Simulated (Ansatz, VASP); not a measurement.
Ga3Sb: VASP beside Ansatz

```xyz
4
Lattice="-1.9699 1.9699 5.0535 1.9699 -1.9699 5.0535 1.9699 1.9699 -5.0535" Properties=species:S:1:pos:R:3 pbc="T T T"
Ga    0.0000    1.9699    2.5267
Ga    1.9699    0.0000    2.5267
Ga    0.0000    0.0000    5.0535
Sb    0.0000    0.0000    0.0000
```

Alike in both runs: task single point; functional PBEsol; dispersion D3(BJ); k mesh 14 × 14 × 14; occupations gaussian, width 0.15 eV; no spin polarisation.

```csv
,VASP,Ansatz
version,VASP 6.6.1,Ansatz 0.2.0
potentials or method,"VASP PAW PBE potentials, release 64 (Ga_d, Sb), cutoff 520 eV","scalar-relativistic, plane waves, PAW"
valence electrons in the cell,44,54
```

```csv
,VASP,Ansatz,Ansatz less VASP
gap on the k mesh at the Fermi level (eV),none,none,-
pressure (GPa),0.6,0.5,-0.09
"traceless stress, the component that is largest in VASP (GPa)",-1.28,-1.23,+0.041
```

VASP's potentials were made for PBE, not for PBEsol, and Ansatz warns of the same on its side. A gap of «none» marks a metal or a gap that the smearing closes. VASP's potentials hold 44 valence electrons a cell and Ansatz's 54, so a difference there can come from the potentials and not from the codes.

Neither program's run includes spin-orbit coupling.
